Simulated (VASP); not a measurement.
# CoW3 in VASP: notebook, part 2 of 2

VASP 6.6.1. The steps go on from the part before.

### 3 Single point, PBEsol (strain +0.050 along x and y, +0.050 along z)

Input file INCAR:

```
SYSTEM = CoW3
PREC = Accurate
ENCUT = 520
EDIFF = 1E-6
ISMEAR = 0
SIGMA = 0.15
LREAL = .False.
LASPH = .True.
NELM = 80
ALGO = Fast
ISIF = 2
LWAVE = .False.
LCHARG = .False.
GGA = PS
NBANDS = 34
```

Input file KPOINTS:

```
Automatic mesh
0
Gamma
  12 12 12
  0 0 0
```

Input file POSCAR:

```
CoW3
1.0
    4.0511572256      0.0000000000      0.0000000000
    0.0000000000      4.0511572256      0.0000000000
    0.0000000000      0.0000000000      4.0511572256
Co W
1 3
Direct
    0.0000000000      0.0000000000      0.0000000000
    0.0000000000      0.5000000000      0.5000000000
    0.5000000000      0.0000000000      0.5000000000
    0.5000000000      0.5000000000      0.0000000000
```

Potentials or basis: VASP PAW PBE potentials, release 64 (Co, W_sv).

On the command line:

```bash
$ cat potpaw_PBE.64/Co/POTCAR potpaw_PBE.64/W_sv/POTCAR > POTCAR
$ mpirun -np 1 vasp_std > vasp.out
```

OUTCAR:

```text
SYSTEM = CoW3
   PREC = Accurate
   ENCUT = 520
   EDIFF = 1E-6
   ISMEAR = 0
   LREAL = .False.
   LASPH = .True.
   NELM = 80
   ISIF = 2
   GGA = PS

 ion  position               nearest neighbor table
   1  0.000  0.000  0.000-   2 2.86   3 2.86   4 2.86   2 2.86   3 2.86   2 2.86   4 2.86   2 2.86
                             3 2.86   4 2.86   3 2.86   4 2.86
   2  0.000  0.500  0.500-   1 2.86   3 2.86   4 2.86   1 2.86   4 2.86   1 2.86   3 2.86   1 2.86
                             3 2.86   4 2.86   4 2.86   3 2.86
   3  0.500  0.000  0.500-   1 2.86   2 2.86   4 2.86   1 2.86   4 2.86   2 2.86   4 2.86   4 2.86
                             1 2.86   2 2.86   1 2.86   2 2.86
   4  0.500  0.500  0.000-   1 2.86   2 2.86   3 2.86   2 2.86   3 2.86   1 2.86   3 2.86   3 2.86
                             1 2.86   2 2.86   2 2.86   1 2.86

  LATTYP: Found a simple cubic cell.
 ALAT       =     4.0511572256

  Lattice vectors:

 A1 = (   4.0511572256,   0.0000000000,   0.0000000000)
 A2 = (   0.0000000000,   4.0511572256,   0.0000000000)
 A3 = (   0.0000000000,   0.0000000000,   4.0511572256)

Analysis of symmetry for initial positions (statically):
=====================================================================
 Subroutine PRICEL returns:
 Original cell was already a primitive cell.

 Routine SETGRP: Setting up the symmetry group for a
 simple cubic supercell.

 Subroutine GETGRP returns: Found 48 space group operations
 (whereof 48 operations were pure point group operations)
 out of a pool of 48 trial point group operations.

The static configuration has the point symmetry O_h .

Analysis of symmetry for dynamics (positions and initial velocities):
=====================================================================
 Subroutine PRICEL returns:
 Original cell was already a primitive cell.

 Routine SETGRP: Setting up the symmetry group for a
 simple cubic supercell.

 Subroutine GETGRP returns: Found 48 space group operations
 (whereof 48 operations were pure point group operations)
 out of a pool of 48 trial point group operations.

The dynamic configuration has the point symmetry O_h .

 Subroutine INISYM returns: Found 48 space group operations
 (whereof 48 operations are pure point group operations),
 and found     1 'primitive' translations

----------------------------------------------------------------------------------------

                                     Primitive cell

  volume of cell :      66.4871

  direct lattice vectors                    reciprocal lattice vectors
     4.051157226  0.000000000  0.000000000     0.246843049  0.000000000  0.000000000
     0.000000000  4.051157226  0.000000000     0.000000000  0.246843049  0.000000000
     0.000000000  0.000000000  4.051157226     0.000000000  0.000000000  0.246843049

  length of vectors
     4.051157226  4.051157226  4.051157226     0.246843049  0.246843049  0.246843049

  position of ions in fractional coordinates (direct lattice)
     0.000000000  0.000000000  0.000000000
     0.000000000  0.500000000  0.500000000
     0.500000000  0.000000000  0.500000000
     0.500000000  0.500000000  0.000000000

  ion indices of the primitive-cell ions
   primitive index   ion index
                 1           1
                 2           2
                 3           3
                 4           4

----------------------------------------------------------------------------------------

[... 29 lines left out ...]
  0.250000  0.000000  0.000000      6.000000
  0.333333  0.000000  0.000000      6.000000
  0.416667  0.000000  0.000000      6.000000
[... 16 lines left out ...]
  0.333333  0.333333  0.000000     12.000000
  0.416667  0.333333  0.000000     24.000000
 [... further k-points ...]
   k-points           NKPTS =     84   k-points in BZ     NKDIM =     84   number of bands    NBANDS=     34
   number of dos      NEDOS =    301   number of ions     NIONS =      4
   total plane-waves  NPLWV =  27000
   dimension x,y,z NGX =    30 NGY =   30 NGZ =   30
   dimension x,y,z NGXF=    60 NGYF=   60 NGZF=   60
   ions per type =               1   3
   NGX,Y,Z   is equivalent  to a cutoff of  12.31, 12.31, 12.31 a.u.
   NGXF,Y,Z  is equivalent  to a cutoff of  24.62, 24.62, 24.62 a.u.
 SYSTEM =  CoW3
   PREC   = accura    normal or accurate (medium, high low for compatibility)
   ISTART =      0    job   : 0-new  1-cont  2-samecut
   ICHARG =      2    charge: 1-file 2-atom 10-const
   ISPIN  =      1    spin polarized calculation?
   LNONCOLLINEAR =      F non collinear calculations
   LSORBIT =      F    spin-orbit coupling
   LASPH  =      T    aspherical Exc in radial PAW
   ENCUT  =  520.0 eV  38.22 Ry    6.18 a.u.   7.53  7.53  7.53*2*pi/ulx,y,z
   NELM   =     80;   NELMIN=  2; NELMDL= -5     # of ELM steps
   EDIFF  = 0.1E-05   stopping-criterion for ELM
   LREAL  =      F    real-space projection
   EDIFFG = 0.1E-04   stopping-criterion for IOM
   NSW    =      0    number of steps for IOM
   IBRION =     -1    ionic relax: 0-MD 1-quasi-New 2-CG
   NFREE  =      0    steps in history (QN), initial steepest desc. (CG)
   ISIF   =      2    stress and relaxation
   ISYM   =      2    0-nonsym 1-usesym 2-fastsym
   POTIM  = 0.5000    time-step for ionic-motion
   TEBEG  =    0.0;   TEEND  =   0.0 temperature during run
   PSTRESS=    0.0 pullay stress
   NELECT =      51.0000    total number of electrons
   NUPDOWN=      -1.0000    fix difference up-down
   EMIN   =  10.00;   EMAX   =-10.00  energy-range for DOS
   EFERMI =   0.00;   METHOD = LEGACY
   ISMEAR =     0;   SIGMA  =   0.15  broadening in eV -4-tet -1-fermi 0-gaus
   EFERMI_NEDOS =   21; number of points for ismear=-14 and -15
   IALGO  =     68    algorithm
   IMIX   =      4    mixing-type and parameters
     AMIX     =   0.40;   BMIX     =  1.00
     AMIX_MAG =   1.60;   BMIX_MAG =  1.00
  volume/ion in A,a.u.               =      16.62       112.17
  Fermi-wavevector in a.u.,A,eV,Ry     =   1.498600  2.831944 30.556000  2.245803
  Thomas-Fermi vector in A             =   2.610338
   LORBIT       =      0    0 simple, 1 ext, 2 COOP (PROOUT), +10 PAW based schemes
   GGA     = PS    functional components
   LHFCALC =     F    Hartree Fock is set to
   AEXX    =    0.0000 exact exchange contribution
   IVDW    =     0    specifies the selected vdW correction
   LEPSILON=     F    determine dielectric tensor
   LRPA    =     F    only Hartree local field effects (RPA)
 non-spin polarized calculation
 RMM-DIIS sequential band-by-band and
 Gauss-broadening in eV      SIGMA  =   0.15
  energy-cutoff  :      520.00
  volume of cell :       66.49
 maximum number of plane-waves:      1811
   NGX = 15   NGY = 15   NGZ = 15

 number of electron      50.9999992 magnetization

 Free energy of the ion-electron system (eV)
  ---------------------------------------------------
  ext. energy  EPLUGINS =         0.00000000
  ---------------------------------------------------
  free energy    TOTEN  =       -47.15373564 eV

  energy without entropy =      -47.09390345  energy(sigma->0) =      -47.12381954

 E-fermi :   8.8391     XC(G=0): -12.9911

 val. band max:        8.8359953025   @ k =   0.5000   0.2500   0.1667
 cond. band min:       8.8428736847   @ k =   0.2500   0.2500   0.1667
 fundamental gap:      0.0068783822
 Fermi energy:         8.8391407762

 k-point     1 :       0.0000    0.0000    0.0000
  band No.  band energies     occupation
      1     -65.0188      2.00000
      2     -64.9205      2.00000
      3     -64.9205      2.00000
      4     -29.4805      2.00000
      5     -29.4805      2.00000
      6     -29.4805      2.00000
[... 877 lines left out ...]
     33      11.9103      0.00000
     34      12.3616      0.00000

 [... further k-points ...]

------------------------ aborting loop because EDIFF is reached ----------------------------------------

  FORCE on cell =-STRESS in cart. coord.  units (eV):
  Direction    XX          YY          ZZ          XY          YZ          ZX
  --------------------------------------------------------------------------------------
  -------------------------------------------------------------------------------------
  Total      -13.1662908    -13.1662908    -13.1662908     -0.0000000     -0.0000000      0.0000000
  in kB     -317.2756409   -317.2756409   -317.2756409     -0.0000000     -0.0000000      0.0000000
  external PRESSURE =    -317.2756409 kB  Pullay stress =       0.0000000 kB

 VOLUME and BASIS-vectors are now :
 -----------------------------------------------------------------------------
  energy-cutoff  :      520.00
  volume of cell :       66.49
      direct lattice vectors                 reciprocal lattice vectors
     4.051157226  0.000000000  0.000000000     0.246843049  0.000000000  0.000000000
     0.000000000  4.051157226  0.000000000     0.000000000  0.246843049  0.000000000
     0.000000000  0.000000000  4.051157226     0.000000000  0.000000000  0.246843049

 POSITION                                       TOTAL-FORCE (eV/Angst)
 -----------------------------------------------------------------------------------
      0.00000      0.00000      0.00000         0.000000      0.000000      0.000000
      0.00000      2.02558      2.02558         0.000000      0.000000      0.000000
      2.02558      0.00000      2.02558         0.000000      0.000000      0.000000
      2.02558      2.02558      0.00000         0.000000      0.000000      0.000000
 -----------------------------------------------------------------------------------
    total drift:                                0.000000      0.000000     -0.000000

  FREE ENERGIE OF THE ION-ELECTRON SYSTEM (eV)
  ---------------------------------------------------
  free  energy   TOTEN  =       -47.1537356434 eV

  energy  without entropy=      -47.0939034460  energy(sigma->0) =      -47.12381954
```

OSZICAR:

```text
N       E                     dE             d eps       ncg     rms          rms(c)
DAV:   1     0.590568238145E+03    0.59057E+03   -0.28112E+04  5768   0.174E+03
[... 11 lines left out ...]
RMM:  13    -0.471547161203E+02   -0.35858E-03   -0.19091E-02  7030   0.858E-01    0.569E-01
RMM:  14    -0.471540547995E+02    0.66132E-03   -0.73718E-03  8406   0.354E-01    0.336E-01
RMM:  15    -0.471538538520E+02    0.20095E-03   -0.12105E-03  7200   0.198E-01    0.154E-01
RMM:  16    -0.471537458464E+02    0.10801E-03   -0.30668E-04  8195   0.848E-02    0.558E-02
RMM:  17    -0.471537427076E+02    0.31387E-05   -0.77668E-05  8282   0.403E-02    0.390E-02
RMM:  18    -0.471537352150E+02    0.74926E-05   -0.17052E-05  6713   0.252E-02    0.687E-03
RMM:  19    -0.471537356434E+02   -0.42840E-06   -0.60900E-06  5842   0.116E-02
   1 F= -.47153736E+02 E0= -.47123820E+02  d E =-.598322E-01
```

Run time: 2.2 min. Hardware: 1 thread of AMD EPYC 9R45 (Zen 5), shared host; peak memory 0.25 GiB.

What came out:

| Property | Result |
| --- | --- |
| Free energy | -47.1537 eV |
| Pressure | -31.7 GPa |

Levels at points of the mesh, in eV from the Fermi level:
| k point | band 22 | band 23 | band 24 | band 25 | band 26 | band 27 | band 28 | band 29 |
| --- | --- | --- | --- | --- | --- | --- | --- | --- |
| (0.00, 0.00, 0.00) | -0.88 | 0.32 | 0.32 | 2.46 | 2.46 | 2.46 | 2.62 | 2.62 |
| (0.50, 0.00, 0.00) | -1.67 | -0.86 | 0.06 | 0.19 | 0.19 | 0.61 | 0.82 | 1.58 |
| (0.50, 0.50, 0.00) | -1.67 | -1.65 | -1.48 | -0.78 | 0.50 | 0.50 | 0.93 | 0.93 |
| (0.50, 0.50, 0.50) | -0.66 | -0.66 | -0.66 | 0.34 | 0.34 | 0.34 | 0.73 | 2.12 |

Caveat: the cell differs from its parent crystal (strain +0.050 along x and y, +0.050 along z); the PAW data sets were made with another functional, which shifts forces and pressure a little; spin-orbit coupling is left out, which moves the levels of the heavy elements.

### 4 Single point, PBEsol (strain -0.050 along x and y, -0.025 along z)

Input file INCAR:

```
SYSTEM = CoW3
ALGO = Fast
EDIFF = 1E-6
ENCUT = 520
GGA = PS
ISIF = 2
ISMEAR = 0
LASPH = .TRUE.
LCHARG = .FALSE.
LREAL = .FALSE.
LWAVE = .FALSE.
NBANDS = 34
NELM = 80
PREC = Accurate
SIGMA = 0.15
```

Input file KPOINTS:

```
k-points
0
G
  12 12 12
  0 0 0
```

Input file POSCAR:

```
CoW3
1.0
    3.6653327280      0.0000000000      0.0000000000
    0.0000000000      3.6653327280      0.0000000000
    0.0000000000      0.0000000000      3.7617888524
Co W
1 3
Direct
    0.0000000000      0.0000000000      0.0000000000
    0.0000000000      0.5000000000      0.5000000000
    0.5000000000      0.0000000000      0.5000000000
    0.5000000000      0.5000000000      0.0000000000
```

On the command line:

```bash
$ cat potpaw_PBE.64/Co/POTCAR potpaw_PBE.64/W_sv/POTCAR > POTCAR
$ mpirun -np 1 vasp_std > vasp.out
```

It took 3.6 min on 1 thread of AMD EPYC 9R45 (Zen 5), shared host; peak memory 0.34 GiB.

The run converged. Its results:

| Quantity | Value |
| --- | --- |
| Free energy | -47.1437 eV |
| Pressure | 51.5 GPa |

Stress tensor (GPa, compression positive):
```
52.13  0.00  0.00
 0.00 52.13  0.00
 0.00  0.00 50.12
```

Levels at points of the mesh, in eV from the Fermi level:
| k point | band 23 | band 24 | band 25 | band 26 | band 27 | band 28 |
| --- | --- | --- | --- | --- | --- | --- |
| (0.00, 0.00, 0.00) | 0.39 | 0.60 | 3.47 | 3.51 | 3.51 | 3.60 |
| (0.50, 0.00, 0.00) | -1.21 | 0.20 | 0.28 | 0.30 | 0.81 | 1.15 |
| (0.50, 0.50, 0.00) | -2.47 | -2.19 | -1.18 | 0.71 | 0.71 | 1.15 |
| (0.00, 0.00, 0.50) | -1.35 | -0.25 | 0.41 | 0.41 | 0.51 | 1.27 |
| (0.50, 0.00, 0.50) | -2.32 | -2.24 | -1.20 | 0.64 | 0.66 | 1.02 |
| (0.50, 0.50, 0.50) | -1.17 | -0.83 | 0.84 | 0.84 | 0.88 | 1.99 |

Caveat: the cell differs from its parent crystal (strain -0.050 along x and y, -0.025 along z); the PAW data sets were made with another functional, which shifts forces and pressure a little; spin-orbit coupling is left out, which moves the levels of the heavy elements. Spin polarisation is off, so any magnetic state and its effect on volume and gap are missing.

### 5 Single point, PBEsol (strain -0.050 along x and y, +0.000 along z)

Input file INCAR:

```
PREC = Accurate
ENCUT = 520
EDIFF = 1E-6
ISMEAR = 0
SIGMA = 0.15
LREAL = False
LASPH = True
NELM = 80
ALGO = Fast
ISIF = 2
LWAVE = False
LCHARG = False
GGA = PS
NBANDS = 34
```

Input file KPOINTS:

```
regular mesh
0
Gamma
  12 12 12
```

POSCAR: that of step 4 with these lines changed.

```diff
@@ -4,3 +4,3 @@
     0.0000000000      3.6653327280      0.0000000000
-    0.0000000000      0.0000000000      3.7617888524
+    0.0000000000      0.0000000000      3.8582449768
 Co W
```

On the command line:

```bash
$ cat potpaw_PBE.64/Co/POTCAR potpaw_PBE.64/W_sv/POTCAR > POTCAR
$ mpirun -np 1 vasp_std > vasp.out
```

It took 4.2 min on 1 thread of AMD EPYC 9R45 (Zen 5), shared host; peak memory 0.35 GiB.

It converged, with:

| Quantity | Value |
| --- | --- |
| Free energy | -47.4939 eV |
| Pressure | 39.6 GPa |

Stress tensor (GPa, compression positive):
```
40.94  0.00  0.00
 0.00 40.94  0.00
 0.00  0.00 36.81
```

Levels at points of the mesh, in eV from the Fermi level:
| k point | band 21 | band 22 | band 23 | band 24 | band 25 | band 26 | band 27 | band 28 | band 29 | band 30 |
| --- | --- | --- | --- | --- | --- | --- | --- | --- | --- | --- |
| (0.00, 0.00, 0.00) | -1.14 | -1.14 | 0.24 | 0.66 | 2.97 | 3.35 | 3.35 | 3.55 | 4.05 | 4.05 |
| (0.50, 0.00, 0.00) | -2.34 | -2.09 | -1.14 | 0.19 | 0.25 | 0.32 | 0.87 | 1.06 | 1.83 | 2.01 |
| (0.50, 0.50, 0.00) | -2.45 | -2.45 | -2.41 | -2.10 | -1.12 | 0.72 | 0.72 | 1.21 | 1.21 | 1.39 |
| (0.00, 0.00, 0.50) | -2.24 | -2.24 | -1.40 | -0.53 | 0.33 | 0.45 | 0.45 | 1.29 | 1.90 | 2.38 |
| (0.50, 0.00, 0.50) | -2.23 | -2.22 | -2.21 | -2.18 | -1.15 | 0.58 | 0.62 | 0.98 | 1.04 | 1.14 |
| (0.50, 0.50, 0.50) | -1.52 | -1.04 | -1.04 | -0.55 | 0.74 | 0.74 | 0.82 | 1.82 | 2.75 | 2.75 |

Caveat: the cell differs from its parent crystal (strain -0.050 along x and y, +0.000 along z); the PAW data sets were made with another functional, which shifts forces and pressure a little; spin-orbit coupling is left out, which moves the levels of the heavy elements. Spin polarisation is off, so any magnetic state and its effect on volume and gap are missing.

### 6 Overview

```csv
cell,gap on the mesh (eV),pressure (GPa)
"a = 3.955 Å, 4 atoms",none,-18.4
"a = 4.051 Å, 4 atoms",none,-31.7
"a = 3.665, b = 3.665, c = 3.762 Å, 4 atoms",none,51.5
"a = 3.665, b = 3.665, c = 3.858 Å, 4 atoms",none,39.6
```

Alike in all rows: task single point; level PBEsol; potentials or basis VASP PAW PBE potentials, release 64 (Co, W_sv); no spin polarisation; k mesh 12 × 12 × 12; cutoff (eV) 520; smearing gaussian 0.15 eV.

Caveats: the PAW data sets were made with another functional, which shifts forces and pressure a little; spin-orbit coupling is left out, which moves the levels of the heavy elements.

Total energies depend on the potentials used, so only differences within one code and one set of settings carry meaning.
